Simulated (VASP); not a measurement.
## RbZn4S3: single point with r2SCAN

RbZn4S3:

```
CELL_PARAMETERS angstrom
4.17843 0.00000 0.00000
0.00000 4.17843 0.00000
0.00000 0.00000 10.56815
ATOMIC_POSITIONS crystal
Rb 0.00000 0.00000 0.50000
S 0.50000 0.50000 0.27771
S 0.50000 0.50000 0.72229
S 0.00000 0.00000 0.00000
Zn 0.00000 0.50000 0.15339
Zn 0.50000 0.00000 0.15339
Zn 0.00000 0.50000 0.84661
Zn 0.50000 0.00000 0.84661
```

| Item | Value |
| --- | --- |
| Program | VASP 6.6.1 |
| Task | single point |
| Functional | r2SCAN |
| Potentials or basis | VASP PAW PBE potentials, release 64 (Rb_sv, S, Zn) |
| Cutoff | 520 eV |
| k mesh | 4 × 4 × 2 |
| Occupations | tetrahedron |
| Spin | no spin polarisation |
| Dipole correction | no |
| Further INCAR settings | ALGO = Normal; EDIFF = 1e-07; NBANDS = 48 |

```yaml
Pressure: 0.0 GPa
Largest_force: 0.340 eV/Å
```

Forces in eV/Å, atoms in the order of the input:
```
Rb   0.000  0.000  0.000
S    0.000  0.000  0.340
S    0.000  0.000 -0.340
S    0.000  0.000  0.000
Zn   0.000  0.000 -0.108
Zn   0.000  0.000 -0.108
Zn   0.000  0.000  0.108
Zn   0.000  0.000  0.108
```

Stress tensor (GPa, compression positive):
```
 0.83  0.00  0.00
 0.00  0.83  0.00
 0.00  0.00 -1.55
```

Levels at points of the mesh, in eV from the Fermi level:
| k point | band 35 | band 36 | band 37 | band 38 | band 39 | band 40 | band 41 | band 42 |
| --- | --- | --- | --- | --- | --- | --- | --- | --- |
| (0.00, 0.00, 0.00) | -3.43 | -3.43 | -1.79 | -0.93 | -0.05 | 0.43 | 0.53 | 1.91 |
| (0.50, 0.00, 0.00) | -3.98 | -3.89 | -0.98 | -0.65 | 0.82 | 1.91 | 2.49 | 2.61 |
| (0.50, 0.50, 0.00) | -5.25 | -4.77 | -0.63 | -0.02 | -0.02 | 0.82 | 1.88 | 2.60 |
| (0.00, 0.00, 0.50) | -3.44 | -3.44 | -1.15 | -0.92 | -0.18 | 0.14 | 0.39 | 1.87 |
| (0.50, 0.00, 0.50) | -3.93 | -3.92 | -0.80 | -0.69 | 0.69 | 1.47 | 2.31 | 2.71 |
| (0.50, 0.50, 0.50) | -5.04 | -5.02 | -0.42 | 0.04 | 0.04 | 1.28 | 1.34 | 2.48 |

Wall time 8.6 min on 1 thread of Oxide Virtual Turin-like Processor, on a shared host, peak memory 0.32 GiB.

Caveat: the k points lie up to 0.38 Å⁻¹ apart; the PAW data sets were made with another functional, which shifts forces and pressure a little; tetrahedron occupations give inexact forces and stress in metals.
